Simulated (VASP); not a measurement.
# KNbO3 (P4mm) in VASP: settings compared, part 2 of 2

VASP 6.6.1.

## 3. Single point, revpbe exchange, lyp correlation+U

The input, INCAR:

```
ALGO = Normal ; EDIFF = 1E-6
ENCUT = 600 ; GGA = LIBXC
GGA_COMPAT = F ; ISIF = 2
ISMEAR = 0 ; LASPH = T
LCHARG = T ; LDAU = T
LDAUJ = 0 0 0 ; LDAUL = -1 2 -1
LDAUPRINT = 1 ; LDAUTYPE = 2
LDAUU = 0 2 0 ; LELF = T
LIBXC1 = GGA_X_PBE_R ; LIBXC2 = GGA_C_LYP
LMAXMIX = 4 ; LREAL = F
LVHAR = T ; LWAVE = F
NBANDS = 28 ; NELM = 200
PREC = Accurate ; SIGMA = 0.01
```

The input, KPOINTS:

```
k-points
0
Gamma
  3 3 3
```

The input, POSCAR:

```
KNbO3
1.0
    3.9960000000      0.0000000000      0.0000000000
    0.0000000000      3.9960000000      0.0000000000
    0.0000000000      0.0000000000      4.0630000000
K Nb O
1 1 3
Direct
    0.0000000000      0.0000000000      0.0180000000
    0.5000000000      0.5000000000      0.5000000000
    0.5000000000      0.5000000000      0.0440000000
    0.5000000000      0.0000000000      0.5400000000
    0.0000000000      0.5000000000      0.5400000000
```

Potentials or basis: VASP PAW PBE potentials, release 64 (K_sv, Nb_sv, O).

Command:

```
cat potpaw_PBE.64/K_sv/POTCAR potpaw_PBE.64/Nb_sv/POTCAR potpaw_PBE.64/O/POTCAR > POTCAR
mpirun -np 1 vasp_std > vasp.out
```

Run time: 35 s. Hardware: 1 thread of Intel Xeon 8259CL, shared host; peak memory 0.18 GiB.

It converged, with:

| Property | Result |
| --- | --- |
| Free energy | -34.4312 eV |
| Pressure | 12.3 GPa |
| Largest force | 0.650 eV/Å |
| Band gap on the k mesh | 2.24 eV (least direct gap 2.72 eV) |

Forces in eV/Å, atoms in the order of the input:
```
K    0.000  0.000 -0.028
Nb   0.000  0.000  0.295
O    0.000  0.000 -0.650
O    0.000  0.000  0.191
O    0.000  0.000  0.191
```

Stress tensor (GPa, compression positive):
```
11.15  0.00  0.00
 0.00 11.15  0.00
 0.00  0.00 14.75
```

Levels at points of the mesh, in eV from the valence-band top:
| k point | band 17 | band 18 | band 19 | band 20 | band 21 | band 22 | band 23 | band 24 |
| --- | --- | --- | --- | --- | --- | --- | --- | --- |
| (0.00, 0.00, 0.00) | -0.79 | -0.69 | -0.49 | -0.49 | 2.24 | 2.82 | 2.82 | 5.90 |

Eigenvalues of the final occupation matrices:
```csv
site,spin,trace,eigenvalues
site 2 d,1,0.94,0.14 0.16 0.16 0.24 0.26
site 2 d,2,0.94,0.14 0.16 0.16 0.24 0.26
```

Caveat: the k points lie up to 0.52 Å⁻¹ apart; the PAW data sets were made with another functional, which shifts forces and pressure a little. A k mesh can miss the band edges.

## 4. Single point, revpbe exchange, lyp correlation+U

The input, INCAR:

```
SYSTEM = KNbO3
  PREC = Accurate
  ENCUT = 600
  EDIFF = 1E-6
  ISMEAR = 0
  SIGMA = 0.01
  LREAL = .False.
  LASPH = .True.
  NELM = 200
  ALGO = Normal
  ISIF = 2
  LWAVE = .False.
  LCHARG = .True.
  LMAXMIX = 4
  LDAU = .True.
  LDAUTYPE = 2
  LDAUL = -1 2 -1
  LDAUU = 0 4 0
  LDAUJ = 0 0 0
  LDAUPRINT = 1
  GGA = LIBXC
  LIBXC1 = GGA_X_PBE_R
  LIBXC2 = GGA_C_LYP
  LELF = .True.
  LVHAR = .True.
  NBANDS = 28
  GGA_COMPAT = .False.
```

The input, KPOINTS:

```
Automatic mesh
0
Gamma
  3 3 3
  0 0 0
```

POSCAR is that of step 3.

Command:

```
cat potpaw_PBE.64/K_sv/POTCAR potpaw_PBE.64/Nb_sv/POTCAR potpaw_PBE.64/O/POTCAR > POTCAR
mpirun -np 1 vasp_std > vasp.out
```

Wall time 30 s (1 thread of Intel Xeon 8259CL, shared host); peak memory 0.18 GiB.

It converged, with:

```yaml
Free_energy: -32.9762 eV
Pressure: 13.8 GPa
Largest_force: 1.102 eV/Å
Band_gap_on_the_k_mesh: 2.49 eV (least direct gap 2.99 eV)
```

Forces on the atoms (eV/Å):
```
K    0.000  0.000 -0.033
Nb   0.000  0.000  0.814
O    0.000  0.000 -1.102
O    0.000  0.000  0.160
O    0.000  0.000  0.160
```

Stress tensor (GPa, compression positive):
```
12.47  0.00  0.00
 0.00 12.47  0.00
 0.00  0.00 16.37
```

Levels at points of the mesh, in eV from the valence-band top:
```csv
k point,band 17,band 18,band 19,band 20,band 21,band 22,band 23,band 24
"(0.00, 0.00, 0.00)",-0.80,-0.70,-0.50,-0.50,2.49,3.02,3.02,6.05
```

Eigenvalues of the final occupation matrices:
| site | spin | trace | eigenvalues |
| --- | --- | --- | --- |
| site 2 d | 1 | 0.86 | 0.12 0.14 0.14 0.22 0.24 |
| site 2 d | 2 | 0.86 | 0.12 0.14 0.14 0.22 0.24 |

Caveat: the k points lie up to 0.52 Å⁻¹ apart; the PAW data sets were made with another functional, which shifts forces and pressure a little. A k mesh can miss the band edges.

## 5. Single point, revpbe exchange, lyp correlation+U

The input, INCAR:

```
SYSTEM = KNbO3
ALGO = Normal ; EDIFF = 1E-6
ENCUT = 600 ; GGA = LIBXC
GGA_COMPAT = .False. ; ISIF = 2
ISMEAR = 0 ; LASPH = .True.
LCHARG = .False. ; LDAU = .True.
LDAUJ = 0 0 0 ; LDAUL = -1 2 -1
LDAUPRINT = 1 ; LDAUTYPE = 2
LDAUU = 0 6 0 ; LIBXC1 = GGA_X_PBE_R
LIBXC2 = GGA_C_LYP ; LMAXMIX = 4
LREAL = .False. ; LWAVE = .False.
NBANDS = 28 ; NELM = 200
PREC = Accurate ; SIGMA = 0.01
```

The input, KPOINTS:

```
k-points
0
Gamma
  3 3 3
  0 0 0
```

POSCAR is that of step 4.

Potentials or basis: VASP PAW PBE potentials, release 64 (K_sv, Nb_sv, O).

Command:

```
cat potpaw_PBE.64/K_sv/POTCAR potpaw_PBE.64/Nb_sv/POTCAR potpaw_PBE.64/O/POTCAR > POTCAR
mpirun -np 1 vasp_std > vasp.out
```

OUTCAR:

```text
SYSTEM = KNbO3
   EDIFF = 1E-6
   ENCUT = 600
   GGA = LIBXC
   ISIF = 2
   ISMEAR = 0
   LASPH = .True.
   LREAL = .False.
   NELM = 200
   PREC = Accurate

 ion  position               nearest neighbor table
   1  0.000  0.000  0.018-   4 2.79   5 2.79   5 2.79   4 2.79   3 2.83   3 2.83   3 2.83   3 2.83

   2  0.500  0.500  0.500-   3 1.85   4 2.00   5 2.00   4 2.00   5 2.00   3 2.21
   3  0.500  0.500  0.044-   2 1.85   2 2.21   1 2.83   1 2.83   1 2.83   1 2.83
   4  0.500  0.000  0.540-   2 2.00   2 2.00   1 2.79   1 2.79
[... 408 lines left out ...]
  --------------------------------------------------------------------------------------
  -------------------------------------------------------------------------------------
  Total        5.5893944      5.5893944      7.2941606      0.0000000      0.0000000      0.0000000
  in kB      138.0312930    138.0312930    180.1308607      0.0000000      0.0000000      0.0000000
  external PRESSURE =     152.0644822 kB  Pullay stress =       0.0000000 kB

 VOLUME and BASIS-vectors are now :
 -----------------------------------------------------------------------------
  energy-cutoff  :      600.00
  volume of cell :       64.88
      direct lattice vectors                 reciprocal lattice vectors
     3.996000000  0.000000000  0.000000000     0.250250250  0.000000000  0.000000000
     0.000000000  3.996000000  0.000000000     0.000000000  0.250250250  0.000000000
     0.000000000  0.000000000  4.063000000     0.000000000  0.000000000  0.246123554

 POSITION                                       TOTAL-FORCE (eV/Angst)
 -----------------------------------------------------------------------------------
      0.00000      0.00000      0.07313        -0.000000     -0.000000     -0.037610
      1.99800      1.99800      2.03150        -0.000000      0.000000      1.333426
      1.99800      1.99800      0.17877        -0.000000     -0.000000     -1.557121
      1.99800      0.00000      2.19402         0.000000     -0.000000      0.130652
      0.00000      1.99800      2.19402         0.000000     -0.000000      0.130652
 -----------------------------------------------------------------------------------
    total drift:                                0.000000     -0.000000      0.000232

  FREE ENERGIE OF THE ION-ELECTRON SYSTEM (eV)
  ---------------------------------------------------
  free  energy   TOTEN  =       -31.6183092299 eV

  energy  without entropy=      -31.6183092299  energy(sigma->0) =      -31.61830923
```

stdout:

```text
POSCAR found type information on POSCAR K NbO
 POSCAR found :  3 types and       5 ions
 scaLAPACK will be used
 -----------------------------------------------------------------------------
|                                                                             |
|                                                                             |
|     You enforced a specific xc type in the INCAR file but a different       |
|     I HOPE YOU KNOW WHAT YOU ARE DOING!                                     |
|                                                                             |
 -----------------------------------------------------------------------------

 LDA part: xc-table for (None,None), standard interpolation
 POSCAR, INCAR and KPOINTS ok, starting setup
 FFT: planning ... GRIDC
 FFT: planning ... GRID_SOFT
 FFT: planning ... GRID
 WAVECAR not read
 entering main loop
```

Wall time 32 s (1 thread of Intel Xeon 8259CL, shared host); peak memory 0.18 GiB.

What came out:

```yaml
Free_energy: -31.6183 eV
Pressure: 15.2 GPa
Largest_force: 1.557 eV/Å
Band_gap_on_the_k_mesh: 2.76 eV (least direct gap 3.27 eV)
```

Forces in eV/Å, atoms in the order of the input:
```
K    0.000  0.000 -0.038
Nb   0.000  0.000  1.333
O    0.000  0.000 -1.557
O    0.000  0.000  0.131
O    0.000  0.000  0.131
```

Eigenvalues of the final occupation matrices:
| site | spin | trace | eigenvalues |
| --- | --- | --- | --- |
| site 2 d | 1 | 0.79 | 0.11 0.12 0.12 0.21 0.23 |
| site 2 d | 2 | 0.79 | 0.11 0.12 0.12 0.21 0.23 |

Caveat: the k points lie up to 0.52 Å⁻¹ apart; the PAW data sets were made with another functional, which shifts forces and pressure a little. A k mesh can miss the band edges.

## 6. The runs side by side

| level | U | gap on the mesh (eV) | pressure (GPa) | largest force (eV/Å) |
| --- | --- | --- | --- | --- |
| revpbe exchange, lyp correlation | - | 1.99 | 10.9 | 0.22 |
| revpbe exchange, lyp correlation+U | Nb d U = 2.0 eV | 2.24 | 12.3 | 0.65 |
| revpbe exchange, lyp correlation+U | Nb d U = 4.0 eV | 2.49 | 13.8 | 1.10 |
| revpbe exchange, lyp correlation+U | Nb d U = 6.0 eV | 2.76 | 15.2 | 1.56 |

Alike in all rows: task single point; potentials or basis VASP PAW PBE potentials, release 64 (K_sv, Nb_sv, O); no spin polarisation; cell as given; k mesh 3 × 3 × 3; cutoff (eV) 600; smearing gaussian 0.01 eV.

Caveats: all runs use coarse meshes; the PAW data sets were made with another functional, which shifts forces and pressure a little.

Total energies depend on the potentials used, so only differences within one code and one set of settings carry meaning.
